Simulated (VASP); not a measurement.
# SnSe2 (P-3m1) in VASP: a series of runs

Runs on SnSe2. Level: PBE+D3(BJ). Tasks: single point, relaxation of cell and atoms.

Program: VASP 6.6.1. These are calculated values, not measurements. Logs are shortened: lines on timing, memory, paths and dates and some standing lists are left out, and cuts for length are marked.

## 1. The cell of the first run

It takes space group P-3m1 (No. 164, trigonal). Conventional cell: a = 3.840 Å, b = 3.840 Å, c = 6.009 Å, α = 90.00°, β = 90.00°, γ = 120.00°. Within 3.6 Å of Sn (site symmetry -3m) lie 6 Se at 2.73 Å. Within 3.6 Å of Se (site symmetry 3m) lie 3 Sn at 2.73 Å and 3 Se at 3.59 Å.

## 2. Single point, PBE+D3(BJ)

Input file INCAR:

```
SYSTEM = SnSe2
  ALGO = Normal
  EDIFF = 1E-6
  ENCUT = 500
  GGA = PE
  GGA_COMPAT = .FALSE.
  ISIF = 2
  ISMEAR = 0
  IVDW = 12
  LASPH = .TRUE.
  LCHARG = .FALSE.
  LREAL = .FALSE.
  LWAVE = .FALSE.
  NBANDS = 20
  NELM = 120
  PREC = Accurate
  SIGMA = 0.01
```

Input file KPOINTS:

```
k-points
0
G
  12 12 8
  0 0 0
```

Input file POSCAR:

```
SnSe2
1.0
    3.8398729816      0.0000000000      0.0000000000
   -1.9199364908      3.3254275494      0.0000000000
    0.0000000000      0.0000000000      6.0086588573
Sn Se
1 2
Direct
    0.0000000000      0.0000000000      0.0000000000
    0.3333333333      0.6666666667      0.2652333253
    0.6666666667      0.3333333333      0.7347666747
```

Potentials or basis: VASP PAW PBE potentials, release 64 (Sn_d, Se).

Started as:

```console
cat potpaw_PBE.64/Sn_d/POTCAR potpaw_PBE.64/Se/POTCAR > POTCAR
mpirun -np 1 vasp_std > vasp.out
```

OUTCAR:

```text
SYSTEM = SnSe2
   EDIFF = 1E-6
   ENCUT = 500
   GGA = PE
   ISIF = 2
   ISMEAR = 0
   IVDW = 12
   LASPH = .TRUE.
   LREAL = .FALSE.
   NELM = 120
   PREC = Accurate
 IVDW          = 12

 ion  position               nearest neighbor table
   1  0.000  0.000  0.000-   2 2.73   3 2.73   3 2.73   2 2.73   3 2.73   2 2.73
   2  0.333  0.667  0.265-   1 2.73   1 2.73   1 2.73
   3  0.667  0.333  0.735-   1 2.73   1 2.73   1 2.73

  LATTYP: Found a hexagonal cell.
 ALAT       =     3.8398729816
 C/A-ratio  =     1.5648066710

  Lattice vectors:

 A1 = (   3.8398729816,   0.0000000000,   0.0000000000)
 A2 = (  -1.9199364908,   3.3254275494,   0.0000000000)
 A3 = (   0.0000000000,   0.0000000000,   6.0086588573)

Analysis of symmetry for initial positions (statically):
=====================================================================
 Subroutine PRICEL returns:
 Original cell was already a primitive cell.

 Routine SETGRP: Setting up the symmetry group for a
 hexagonal supercell.

 Subroutine GETGRP returns: Found 12 space group operations
 (whereof 12 operations were pure point group operations)
 out of a pool of 24 trial point group operations.

The static configuration has the point symmetry D_3d.

Analysis of symmetry for dynamics (positions and initial velocities):
=====================================================================
 Subroutine PRICEL returns:
 Original cell was already a primitive cell.

 Routine SETGRP: Setting up the symmetry group for a
 hexagonal supercell.

 Subroutine GETGRP returns: Found 12 space group operations
 (whereof 12 operations were pure point group operations)
 out of a pool of 24 trial point group operations.

The dynamic configuration has the point symmetry D_3d.

 Subroutine INISYM returns: Found 12 space group operations
 (whereof 12 operations are pure point group operations),
 and found     1 'primitive' translations

----------------------------------------------------------------------------------------

                                     Primitive cell

  volume of cell :      76.7259

  direct lattice vectors                    reciprocal lattice vectors
     3.839872982  0.000000000  0.000000000     0.260425281  0.150356606  0.000000000
    -1.919936491  3.325427549  0.000000000     0.000000000  0.300713212  0.000000000
     0.000000000  0.000000000  6.008658857     0.000000000  0.000000000  0.166426489

  length of vectors
     3.839872982  3.839872982  6.008658857     0.300713212  0.300713212  0.166426489

  position of ions in fractional coordinates (direct lattice)
     0.000000000  0.000000000  0.000000000
     0.333333333  0.666666667  0.265233325
     0.666666667  0.333333333  0.734766675

  ion indices of the primitive-cell ions
   primitive index   ion index
                 1           1
                 2           2
                 3           3

----------------------------------------------------------------------------------------

 KPOINTS: k-points

Automatic generation of k-mesh.
 Grid dimensions read from file:
 generate k-points for:   12   12    8

 Generating k-lattice:

  Cartesian coordinates                     Fractional coordinates (reciprocal lattice)
     0.021702107  0.012529717  0.000000000     0.083333333  0.000000000  0.000000000
     0.000000000  0.025059434  0.000000000     0.000000000  0.083333333  0.000000000
     0.000000000  0.000000000  0.020803311     0.000000000  0.000000000  0.125000000

  Length of vectors
     0.025059434  0.025059434  0.020803311

  Shift w.r.t. Gamma in fractional coordinates (k-lattice)
     0.000000000  0.000000000  0.000000000

 Subroutine IBZKPT returns following result:
 ===========================================

 Found    131 irreducible k-points:

 Following reciprocal coordinates:
            Coordinates               Weight
  0.000000  0.000000  0.000000      1.000000
  0.083333 -0.000000  0.000000      6.000000
  0.166667 -0.000000  0.000000      6.000000
  0.250000 -0.000000  0.000000      6.000000
  0.333333 -0.000000  0.000000      6.000000
  0.416667 -0.000000  0.000000      6.000000
[... 16 lines left out ...]
  0.166667 -0.000000  0.125000      6.000000
  0.000000  0.166667  0.125000      6.000000
 [... further k-points ...]
   k-points           NKPTS =    131   k-points in BZ     NKDIM =    131   number of bands    NBANDS=     20
   number of dos      NEDOS =    301   number of ions     NIONS =      3
   total plane-waves  NPLWV =  37632
   dimension x,y,z NGX =    28 NGY =   28 NGZ =   48
   dimension x,y,z NGXF=    56 NGYF=   56 NGZF=   96
   ions per type =               1   2
   NGX,Y,Z   is equivalent  to a cutoff of  12.12, 12.12, 13.28 a.u.
   NGXF,Y,Z  is equivalent  to a cutoff of  24.25, 24.25, 26.56 a.u.
 SYSTEM =  SnSe2
   PREC   = accura    normal or accurate (medium, high low for compatibility)
   ISTART =      0    job   : 0-new  1-cont  2-samecut
   ICHARG =      2    charge: 1-file 2-atom 10-const
   ISPIN  =      1    spin polarized calculation?
   LNONCOLLINEAR =      F non collinear calculations
   LSORBIT =      F    spin-orbit coupling
   LASPH  =      T    aspherical Exc in radial PAW
   ENCUT  =  500.0 eV  36.75 Ry    6.06 a.u.   7.00  7.00 10.96*2*pi/ulx,y,z
   NELM   =    120;   NELMIN=  2; NELMDL= -5     # of ELM steps
   EDIFF  = 0.1E-05   stopping-criterion for ELM
   LREAL  =      F    real-space projection
   EDIFFG = 0.1E-04   stopping-criterion for IOM
   NSW    =      0    number of steps for IOM
   IBRION =     -1    ionic relax: 0-MD 1-quasi-New 2-CG
   NFREE  =      0    steps in history (QN), initial steepest desc. (CG)
   ISIF   =      2    stress and relaxation
   ISYM   =      2    0-nonsym 1-usesym 2-fastsym
   POTIM  = 0.5000    time-step for ionic-motion
   TEBEG  =    0.0;   TEEND  =   0.0 temperature during run
   PSTRESS=    0.0 pullay stress
   NELECT =      26.0000    total number of electrons
   NUPDOWN=      -1.0000    fix difference up-down
   EMIN   =  10.00;   EMAX   =-10.00  energy-range for DOS
   EFERMI =   0.00;   METHOD = LEGACY
   ISMEAR =     0;   SIGMA  =   0.01  broadening in eV -4-tet -1-fermi 0-gaus
   EFERMI_NEDOS =   21; number of points for ismear=-14 and -15
   IALGO  =     38    algorithm
   IMIX   =      4    mixing-type and parameters
     AMIX     =   0.40;   BMIX     =  1.00
     AMIX_MAG =   1.60;   BMIX_MAG =  1.00
  volume/ion in A,a.u.               =      25.58       172.59
  Fermi-wavevector in a.u.,A,eV,Ry     =   1.141349  2.156838 17.724019  1.302679
  Thomas-Fermi vector in A             =   2.278050
   LORBIT       =      0    0 simple, 1 ext, 2 COOP (PROOUT), +10 PAW based schemes
   GGA     = PE    functional components
   LHFCALC =     F    Hartree Fock is set to
   AEXX    =    0.0000 exact exchange contribution
   IVDW    =    12    specifies the selected vdW correction
   LEPSILON=     F    determine dielectric tensor
   LRPA    =     F    only Hartree local field effects (RPA)
 non-spin polarized calculation
 Gauss-broadening in eV      SIGMA  =   0.01
  energy-cutoff  :      500.00
  volume of cell :       76.73
 maximum number of plane-waves:      1962
   NGX = 13   NGY = 13   NGZ = 21

 number of electron      26.0000015 magnetization

 Free energy of the ion-electron system (eV)
  ---------------------------------------------------
  ext. energy  EPLUGINS =         0.00000000
  ---------------------------------------------------
  free energy    TOTEN  =       -11.80677960 eV

  energy without entropy =      -11.80677960  energy(sigma->0) =      -11.80677960

 E-fermi :   4.5430     XC(G=0):  -9.5642

 val. band max:        4.4487330072   @ k =   0.0833   0.0833   0.0000
 cond. band min:       4.8138621492   @ k =   0.0000   0.4167   0.3750
 fundamental gap:      0.3651291421
 Fermi energy:         4.5429778468

 k-point     1 :       0.0000    0.0000    0.0000
  band No.  band energies     occupation
      1     -16.9739      2.00000
      2     -16.9739      2.00000
      3     -16.9399      2.00000
      4     -16.9287      2.00000
      5     -16.9287      2.00000
      6      -9.5129      2.00000
[... 12 lines left out ...]
     19      13.3036      0.00000
     20      13.3036      0.00000

 k-point     2 :       0.0833   -0.0000    0.0000
  band No.  band energies     occupation
      1     -16.9765      2.00000
      2     -16.9715      2.00000
      3     -16.9381      2.00000
      4     -16.9304      2.00000
      5     -16.9285      2.00000
      6      -9.4467      2.00000
[... 12 lines left out ...]
     19      12.6397      0.00000
     20      13.3549      0.00000

 k-point     3 :       0.1667   -0.0000    0.0000
  band No.  band energies     occupation
      1     -16.9842      2.00000
      2     -16.9653      2.00000
      3     -16.9362      2.00000
      4     -16.9313      2.00000
      5     -16.9275      2.00000
      6      -9.2525      2.00000
[... 12 lines left out ...]
     19      12.3583      0.00000
     20      13.4606      0.00000

 k-point     4 :       0.2500   -0.0000    0.0000
  band No.  band energies     occupation
      1     -16.9960      2.00000
      2     -16.9587      2.00000
      3     -16.9411      2.00000
      4     -16.9241      2.00000
      5     -16.9240      2.00000
      6      -8.9461      2.00000
[... 12 lines left out ...]
     19      12.4514      0.00000
     20      13.9016      0.00000

 k-point     5 :       0.3333   -0.0000    0.0000
  band No.  band energies     occupation
      1     -17.0084      2.00000
      2     -16.9549      2.00000
      3     -16.9459      2.00000
      4     -16.9180      2.00000
      5     -16.9160      2.00000
      6      -8.5622      2.00000
[... 12 lines left out ...]
     19      13.2523      0.00000
     20      14.4886      0.00000

 k-point     6 :       0.4167   -0.0000    0.0000
  band No.  band energies     occupation
      1     -17.0178      2.00000
      2     -16.9535      2.00000
      3     -16.9492      2.00000
      4     -16.9120      2.00000
      5     -16.9100      2.00000
      6      -8.1754      2.00000
[... 12 lines left out ...]
     19      14.1164      0.00000
     20      15.0745      0.00000

 k-point     7 :       0.5000   -0.0000    0.0000
  band No.  band energies     occupation
      1     -17.0213      2.00000
      2     -16.9533      2.00000
      3     -16.9504      2.00000
      4     -16.9096      2.00000
      5     -16.9078      2.00000
      6      -7.9710      2.00000
[... 12 lines left out ...]
     19      14.4680      0.00000
     20      15.4473      0.00000
[... 277 lines left out ...]
 k-point    20 :       0.0000    0.0000    0.1250
  band No.  band energies     occupation
      1     -16.9739      2.00000
      2     -16.9739      2.00000
      3     -16.9398      2.00000
      4     -16.9287      2.00000
      5     -16.9287      2.00000
      6      -9.4803      2.00000
[... 12 lines left out ...]
     19      13.1375      0.00000
     20      13.1375      0.00000

 k-point    21 :       0.0833   -0.0000    0.1250
  band No.  band energies     occupation
      1     -16.9765      2.00000
      2     -16.9715      2.00000
      3     -16.9381      2.00000
      4     -16.9304      2.00000
      5     -16.9285      2.00000
      6      -9.4143      2.00000
[... 12 lines left out ...]
     19      12.7572      0.00000
     20      13.4459      0.00000

 k-point    22 :       0.0000    0.0833    0.1250
  band No.  band energies     occupation
      1     -16.9765      2.00000
      2     -16.9715      2.00000
      3     -16.9381      2.00000
      4     -16.9304      2.00000
      5     -16.9285      2.00000
      6      -9.4143      2.00000
[... 12 lines left out ...]
     19      12.5614      0.00000
     20      13.0635      0.00000

 k-point    23 :       0.1667   -0.0000    0.1250
  band No.  band energies     occupation
      1     -16.9842      2.00000
      2     -16.9653      2.00000
      3     -16.9362      2.00000
      4     -16.9313      2.00000
      5     -16.9275      2.00000
      6      -9.2210      2.00000
[... 12 lines left out ...]
     19      12.7652      0.00000
     20      13.1861      0.00000

 k-point    24 :       0.0000    0.1667    0.1250
  band No.  band energies     occupation
      1     -16.9842      2.00000
      2     -16.9653      2.00000
      3     -16.9362      2.00000
      4     -16.9313      2.00000
      5     -16.9275      2.00000
      6      -9.2207      2.00000
[... 12 lines left out ...]
     19      12.1611      0.00000
     20      13.1750      0.00000

 [... further k-points ...]

------------------------ aborting loop because EDIFF is reached ----------------------------------------

 Edisp (eV)   -1.09186

 E8    (eV) :    -0.4779

  FORCE on cell =-STRESS in cart. coord.  units (eV):
  Direction    XX          YY          ZZ          XY          YZ          ZX
  --------------------------------------------------------------------------------------
  -------------------------------------------------------------------------------------
  Total       0.03084     0.03084     0.03460    -0.00000     0.00000     0.00000
  in kB       0.64393     0.64393     0.72256    -0.00000     0.00000     0.00000
  external pressure =        0.67 kB  Pullay stress =        0.00 kB

 VOLUME and BASIS-vectors are now :
 -----------------------------------------------------------------------------
  energy-cutoff  :      500.00
  volume of cell :       76.73
      direct lattice vectors                 reciprocal lattice vectors
     3.839872982  0.000000000  0.000000000     0.260425281  0.150356606  0.000000000
    -1.919936491  3.325427549  0.000000000     0.000000000  0.300713212  0.000000000
     0.000000000  0.000000000  6.008658857     0.000000000  0.000000000  0.166426489

 POSITION                                       TOTAL-FORCE (eV/Angst)
 -----------------------------------------------------------------------------------
      0.00000      0.00000      0.00000        -0.000000      0.000000      0.000000
     -0.00000      2.21695      1.59370        -0.000000      0.000000      0.013565
      1.91994      1.10848      4.41496         0.000000     -0.000000     -0.013565
 -----------------------------------------------------------------------------------
    total drift:                               -0.000000      0.000000     -0.000000

  FREE ENERGIE OF THE ION-ELECTRON SYSTEM (eV)
  ---------------------------------------------------
  free  energy   TOTEN  =       -12.8986351819 eV

  energy  without entropy=      -12.8986351819  energy(sigma->0) =      -12.89863518
```

It took 3.5 min on 1 thread of Oxide Virtual Turin-like, shared host; peak memory 0.29 GiB.

Results:

* Free energy: -12.8986 eV
* Pressure: 0.1 GPa
* Largest force: 0.014 eV/Å
* Band gap on the k mesh: 0.37 eV (least direct gap 0.81 eV)
* Dispersion energy per atom: -0.364 eV

Forces on the atoms (eV/Å):
```
Sn   0.000  0.000  0.000
Se   0.000  0.000  0.014
Se   0.000  0.000 -0.014
```

Levels at points of the mesh, in eV from the valence-band top:
```tsv
k point	band 10	band 11	band 12	band 13	band 14	band 15	band 16	band 17
(0.00, 0.00, 0.00)	-0.75	-0.58	-0.58	-0.14	0.68	2.89	4.46	4.46
(0.50, 0.00, 0.00)	-3.26	-2.69	-1.70	-0.40	1.09	3.47	4.87	4.98
(0.00, 0.00, 0.50)	-0.91	-0.91	-0.32	-0.32	2.37	2.75	4.07	4.07
(0.50, 0.00, 0.50)	-2.40	-2.08	-1.13	-1.01	0.59	3.87	4.50	5.71
```

Caveat: semilocal functionals underestimate gaps, and a narrow one can read as zero; spin-orbit coupling is left out, which moves the levels of the heavy elements.

[end of part 1 of 2]
